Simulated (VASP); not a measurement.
# AlN (m.bgw) (P6_3mc) in VASP: single point with PBE

Aim: the single point of AlN (m.bgw) with PBE.

All numbers are computed with VASP 6.6.1; they aren't measurements. Logs are shortened: lines on timing, memory, paths and dates and some standing lists are left out, and cuts for length are marked.

**1. The cell of the first run**

The structure is hexagonal, space group P6_3mc (No. 186). The conventional cell has a = 3.130 Å, b = 3.130 Å, c = 5.018 Å, α = 90.00°, β = 90.00°, γ = 120.00°. Al (site symmetry 3m) has 4 N at 1.90 to 1.91 Å within 2.5 Å. N (site symmetry 3m) has 4 Al at 1.90 to 1.91 Å within 2.5 Å.

**2. Single point, PBE**

INCAR

```
PREC = Accurate ; ENCUT = 600
EDIFF = 1E-6 ; ISMEAR = 0
SIGMA = 0.01 ; LREAL = False
LASPH = True ; NELM = 120
ALGO = Normal ; ISIF = 2
LWAVE = False ; LCHARG = False
GGA = PE ; NBANDS = 16
GGA_COMPAT = False
```

KPOINTS

```
regular mesh
0
Gamma
  6 6 4
```

POSCAR

```
AlN
1.0
    3.1302326511      0.0000000000      0.0000000000
   -1.5651163255      2.7108609956      0.0000000000
    0.0000000000      0.0000000000      5.0179633785
Al N
2 2
Direct
    0.3333333333      0.6666666667     -0.0022714551
    0.6666666667      0.3333333333      0.4977285449
    0.3333333333      0.6666666667      0.3792714551
    0.6666666667      0.3333333333      0.8792714551
```

Potentials or basis: VASP PAW PBE potentials, release 64 (Al, N).

Run with:

```console
> cat potpaw_PBE.64/Al/POTCAR potpaw_PBE.64/N/POTCAR > POTCAR
> mpirun -np 1 vasp_std > vasp.out
```

OUTCAR:

```text
PREC = Accurate
   ENCUT = 600
   EDIFF = 1E-6
   ISMEAR = 0
   LREAL = False
   LASPH = True
   NELM = 120
   ISIF = 2
   GGA = PE

 ion  position               nearest neighbor table
   1  0.333  0.667  0.998-   4 1.90   4 1.90   4 1.90   3 1.91   2 3.09   2 3.09   2 3.09   2 3.09
                             2 3.09   2 3.09
   2  0.667  0.333  0.498-   3 1.90   3 1.90   3 1.90   4 1.91   1 3.09   1 3.09   1 3.09   1 3.09
                             1 3.09   1 3.09
   3  0.333  0.667  0.379-   2 1.90   2 1.90   2 1.90   1 1.91
   4  0.667  0.333  0.879-   1 1.90   1 1.90   1 1.90   2 1.91

  LATTYP: Found a hexagonal cell.
 ALAT       =     3.1302326511
 C/A-ratio  =     1.6030640332

  Lattice vectors:

 A1 = (   3.1302326511,   0.0000000000,   0.0000000000)
 A2 = (  -1.5651163255,   2.7108609956,   0.0000000000)
 A3 = (   0.0000000000,   0.0000000000,   5.0179633785)

Analysis of symmetry for initial positions (statically):
=====================================================================
 Subroutine PRICEL returns:
 Original cell was already a primitive cell.

 Routine SETGRP: Setting up the symmetry group for a
 hexagonal supercell.

 Subroutine GETGRP returns: Found 12 space group operations
 (whereof  6 operations were pure point group operations)
 out of a pool of 24 trial point group operations.

The static configuration has the point symmetry C_3v.
 The point group associated with its full space group is C_6v.

Analysis of symmetry for dynamics (positions and initial velocities):
=====================================================================
 Subroutine PRICEL returns:
 Original cell was already a primitive cell.

 Routine SETGRP: Setting up the symmetry group for a
 hexagonal supercell.

 Subroutine GETGRP returns: Found 12 space group operations
 (whereof  6 operations were pure point group operations)
 out of a pool of 24 trial point group operations.

The dynamic configuration has the point symmetry C_3v.
 The point group associated with its full space group is C_6v.

 Subroutine INISYM returns: Found 12 space group operations
 (whereof  6 operations are pure point group operations),
 and found     1 'primitive' translations

----------------------------------------------------------------------------------------

                                     Primitive cell

  volume of cell :      42.5806

  direct lattice vectors                    reciprocal lattice vectors
     3.130232651  0.000000000  0.000000000     0.319465072  0.184443245  0.000000000
    -1.565116326  2.710860996  0.000000000     0.000000000  0.368886491  0.000000000
     0.000000000  0.000000000  5.017963379     0.000000000  0.000000000  0.199284037

  length of vectors
     3.130232651  3.130232651  5.017963379     0.368886491  0.368886491  0.199284037

  position of ions in fractional coordinates (direct lattice)
     0.333333333  0.666666667  0.997728545
     0.666666667  0.333333333  0.497728545
     0.333333333  0.666666667  0.379271455
     0.666666667  0.333333333  0.879271455

  ion indices of the primitive-cell ions
   primitive index   ion index
                 1           1
                 2           2
                 3           3
                 4           4

----------------------------------------------------------------------------------------

 KPOINTS: regular mesh

Automatic generation of k-mesh.
 Grid dimensions read from file:
 generate k-points for:    6    6    4

 Generating k-lattice:

  Cartesian coordinates                     Fractional coordinates (reciprocal lattice)
     0.053244179  0.030740541  0.000000000     0.166666667  0.000000000  0.000000000
     0.000000000  0.061481082  0.000000000     0.000000000  0.166666667  0.000000000
     0.000000000  0.000000000  0.049821009     0.000000000  0.000000000  0.250000000

  Length of vectors
     0.061481082  0.061481082  0.049821009

  Shift w.r.t. Gamma in fractional coordinates (k-lattice)
     0.000000000  0.000000000  0.000000000

 Subroutine IBZKPT returns following result:
 ===========================================

 Found     21 irreducible k-points:

 Following reciprocal coordinates:
            Coordinates               Weight
  0.000000  0.000000  0.000000      1.000000
  0.166667 -0.000000  0.000000      6.000000
  0.333333 -0.000000  0.000000      6.000000
  0.500000  0.000000  0.000000      3.000000
  0.166667  0.166667  0.000000      6.000000
  0.333333  0.166667  0.000000     12.000000
[... 13 lines left out ...]
  0.333333  0.166667  0.500000     12.000000
  0.333333  0.333333  0.500000      2.000000
   k-points           NKPTS =     21   k-points in BZ     NKDIM =     21   number of bands    NBANDS=     16
   number of dos      NEDOS =    301   number of ions     NIONS =      4
   total plane-waves  NPLWV =  31360
   dimension x,y,z NGX =    28 NGY =   28 NGZ =   40
   dimension x,y,z NGXF=    56 NGYF=   56 NGZF=   80
   ions per type =               2   2
   NGX,Y,Z   is equivalent  to a cutoff of  14.87, 14.87, 13.25 a.u.
   NGXF,Y,Z  is equivalent  to a cutoff of  29.74, 29.74, 26.50 a.u.
 SYSTEM =  unknown system
   PREC   = accura    normal or accurate (medium, high low for compatibility)
   ISTART =      0    job   : 0-new  1-cont  2-samecut
   ICHARG =      2    charge: 1-file 2-atom 10-const
   ISPIN  =      1    spin polarized calculation?
   LNONCOLLINEAR =      F non collinear calculations
   LSORBIT =      F    spin-orbit coupling
   LASPH  =      T    aspherical Exc in radial PAW
   ENCUT  =  600.0 eV  44.10 Ry    6.64 a.u.   6.25  6.25 10.02*2*pi/ulx,y,z
   NELM   =    120;   NELMIN=  2; NELMDL= -5     # of ELM steps
   EDIFF  = 0.1E-05   stopping-criterion for ELM
   LREAL  =      F    real-space projection
   EDIFFG = 0.1E-04   stopping-criterion for IOM
   NSW    =      0    number of steps for IOM
   IBRION =     -1    ionic relax: 0-MD 1-quasi-New 2-CG
   NFREE  =      0    steps in history (QN), initial steepest desc. (CG)
   ISIF   =      2    stress and relaxation
   ISYM   =      2    0-nonsym 1-usesym 2-fastsym
   POTIM  = 0.5000    time-step for ionic-motion
   TEBEG  =    0.0;   TEEND  =   0.0 temperature during run
   PSTRESS=    0.0 pullay stress
   NELECT =      16.0000    total number of electrons
   NUPDOWN=      -1.0000    fix difference up-down
   EMIN   =  10.00;   EMAX   =-10.00  energy-range for DOS
   EFERMI =   0.00;   METHOD = LEGACY
   ISMEAR =     0;   SIGMA  =   0.01  broadening in eV -4-tet -1-fermi 0-gaus
   EFERMI_NEDOS =   21; number of points for ismear=-14 and -15
   IALGO  =     38    algorithm
   IMIX   =      4    mixing-type and parameters
     AMIX     =   0.40;   BMIX     =  1.00
     AMIX_MAG =   1.60;   BMIX_MAG =  1.00
  volume/ion in A,a.u.               =      10.65        71.84
  Fermi-wavevector in a.u.,A,eV,Ry     =   1.181348  2.232423 18.988048  1.395582
  Thomas-Fermi vector in A             =   2.317623
   LORBIT       =      0    0 simple, 1 ext, 2 COOP (PROOUT), +10 PAW based schemes
   GGA     = PE    functional components
   LHFCALC =     F    Hartree Fock is set to
   AEXX    =    0.0000 exact exchange contribution
   IVDW    =     0    specifies the selected vdW correction
   LEPSILON=     F    determine dielectric tensor
   LRPA    =     F    only Hartree local field effects (RPA)
 non-spin polarized calculation
 Gauss-broadening in eV      SIGMA  =   0.01
  energy-cutoff  :      600.00
  volume of cell :       42.58
 maximum number of plane-waves:      1436
 NGX is ok and might be reduce to    28
   NGX = 13   NGY = 13   NGZ = 21

 number of electron      16.0000000 magnetization

 Free energy of the ion-electron system (eV)
  ---------------------------------------------------
  ext. energy  EPLUGINS =         0.00000000
  ---------------------------------------------------
  free energy    TOTEN  =       -29.78210388 eV

  energy without entropy =      -29.78210388  energy(sigma->0) =      -29.78210388

 E-fermi :   6.0501     XC(G=0): -10.8268

 val. band max:        5.9650653069   @ k =   0.0000   0.0000   0.0000
 cond. band min:      10.0081330731   @ k =   0.0000   0.0000   0.0000
 fundamental gap:      4.0430677662
 Fermi energy:         6.0501030323

 k-point     1 :       0.0000    0.0000    0.0000
  band No.  band energies     occupation
      1      -9.1034      2.00000
      2      -7.0206      2.00000
      3       0.0588      2.00000
      4       5.1194      2.00000
      5       5.1194      2.00000
      6       5.7622      2.00000
[... 8 lines left out ...]
     15      18.9296      0.00000
     16      18.9296      0.00000

 k-point     2 :       0.1667   -0.0000    0.0000
  band No.  band energies     occupation
      1      -8.7643      2.00000
      2      -6.8374      2.00000
      3       0.4687      2.00000
      4       3.7158      2.00000
      5       4.4751      2.00000
      6       4.7345      2.00000
[... 8 lines left out ...]
     15      18.1898      0.00000
     16      18.6483      0.00000

 k-point     3 :       0.3333   -0.0000    0.0000
  band No.  band energies     occupation
      1      -7.8916      2.00000
      2      -6.5124      2.00000
      3       1.5087      2.00000
      4       1.6164      2.00000
      5       2.6735      2.00000
      6       4.1532      2.00000
[... 8 lines left out ...]
     15      17.8616      0.00000
     16      20.1804      0.00000

 k-point     4 :       0.5000    0.0000    0.0000
  band No.  band energies     occupation
      1      -7.1898      2.00000
      2      -6.5148      2.00000
      3       0.5892      2.00000
      4       1.8429      2.00000
      5       2.6701      2.00000
      6       3.9105      2.00000
[... 8 lines left out ...]
     15      18.6437      0.00000
     16      20.8615      0.00000
[... 267 lines left out ...]
 k-point    19 :       0.1667    0.1667    0.5000
  band No.  band energies     occupation
      1      -7.4508      2.00000
      2      -7.4508      2.00000
      3       1.7988      2.00000
      4       1.7988      2.00000
      5       4.1670      2.00000
      6       4.1670      2.00000
[... 8 lines left out ...]
     15      18.7496      0.00000
     16      18.7496      0.00000

 k-point    20 :       0.3333    0.1667    0.5000
  band No.  band energies     occupation
      1      -6.8472      2.00000
      2      -6.8472      2.00000
      3       0.8777      2.00000
      4       0.8777      2.00000
      5       3.3848      2.00000
      6       3.3848      2.00000
[... 8 lines left out ...]
     15      19.2539      0.00000
     16      19.2539      0.00000

 k-point    21 :       0.3333    0.3333    0.5000
  band No.  band energies     occupation
      1      -6.6295      2.00000
      2      -6.6295      2.00000
      3       1.1861      2.00000
      4       1.1861      2.00000
      5       2.1778      2.00000
      6       2.1778      2.00000
[... 8 lines left out ...]
     15      19.6781      0.00000
     16      19.6781      0.00000

------------------------ aborting loop because EDIFF is reached ----------------------------------------

  FORCE on cell =-STRESS in cart. coord.  units (eV):
  Direction    XX          YY          ZZ          XY          YZ          ZX
  --------------------------------------------------------------------------------------
  -------------------------------------------------------------------------------------
  Total       -0.1039980     -0.1039980     -0.0951188     -0.0000000      0.0000000      0.0000000
  in kB       -3.9131300     -3.9131300     -3.5790304     -0.0000000      0.0000000      0.0000000
  external PRESSURE =      -3.8017635 kB  Pullay stress =       0.0000000 kB

 VOLUME and BASIS-vectors are now :
 -----------------------------------------------------------------------------
  energy-cutoff  :      600.00
  volume of cell :       42.58
      direct lattice vectors                 reciprocal lattice vectors
     3.130232651  0.000000000  0.000000000     0.319465072  0.184443245  0.000000000
    -1.565116326  2.710860996  0.000000000     0.000000000  0.368886491  0.000000000
     0.000000000  0.000000000  5.017963379     0.000000000  0.000000000  0.199284037

 POSITION                                       TOTAL-FORCE (eV/Angst)
 -----------------------------------------------------------------------------------
     -0.00000      1.80724      5.00657         0.000000      0.000000     -0.000374
      1.56512      0.90362      2.49758        -0.000000      0.000000     -0.000374
     -0.00000      1.80724      1.90317        -0.000000      0.000000      0.000374
      1.56512      0.90362      4.41215         0.000000     -0.000000      0.000374
 -----------------------------------------------------------------------------------
    total drift:                               -0.000000      0.000000      0.000456

  FREE ENERGIE OF THE ION-ELECTRON SYSTEM (eV)
  ---------------------------------------------------
  free  energy   TOTEN  =       -29.7821038848 eV

  energy  without entropy=      -29.7821038848  energy(sigma->0) =      -29.78210388
```

Wall time 22 s (1 thread of Intel Xeon Platinum 8175M at 2.50GHz (Skylake/Cascade Lake), shared host); peak memory 0.17 GiB.

Results:

```
Free energy            : -29.7821 eV
Pressure               : -0.4 GPa
Band gap on the k mesh : 4.04 eV, direct
```

Levels at points of the mesh, in eV from the valence-band top:
| k point | band 5 | band 6 | band 7 | band 8 | band 9 | band 10 | band 11 | band 12 |
| --- | --- | --- | --- | --- | --- | --- | --- | --- |
| (0.00, 0.00, 0.00) | -0.85 | -0.20 | -0.20 | 0.00 | 4.04 | 6.51 | 10.46 | 11.03 |
| (0.50, 0.00, 0.00) | -3.29 | -2.05 | -1.74 | -0.68 | 5.76 | 5.76 | 8.02 | 10.14 |
| (0.00, 0.00, 0.50) | -0.53 | -0.53 | -0.53 | -0.53 | 6.31 | 6.31 | 10.16 | 10.16 |
| (0.50, 0.00, 0.50) | -1.44 | -1.44 | -1.35 | -1.35 | 5.24 | 5.24 | 9.14 | 9.14 |
